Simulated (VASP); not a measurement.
Ti:

```
Ti
1.0
     2.89100    0.00000    0.00000
    -1.44550    2.50368    0.00000
     0.00000    0.00000    4.68600
Ti
2
Cartesian
  0.0000 1.6691 1.1715
  1.4455 0.8346 3.5145
```

This cell differs from its parent crystal: equal xx and yy strain of -2 %.

Base run:

- Program: VASP 6.6.1
- Functional: PBE
- Potentials or basis: VASP PAW PBE potentials, release 64 (Ti_sv)
- Cutoff: 400 eV
- k mesh: 13 × 13 × 7
- Occupations: fermi-dirac, width 0.08 eV
- Spin: no spin polarisation

Its results: band gap on the k mesh zero (band 12 reaches 9.36 eV, above the bottom of band 13 at 8.29 eV); pressure 1.9 GPa.

The run is repeated on the same cell with these changes: cutoff from 400 eV to 520 eV; further incar settings from ALGO = Normal; EDIFF = 1e-08; NBANDS = 19 to ALGO = Normal; EDIFF = 1e-06; NBANDS = 19. What comes out?

Band gap on the k mesh zero (band 12 reaches 9.35 eV, above the bottom of band 13 at 8.28 eV); pressure 2.7 GPa.
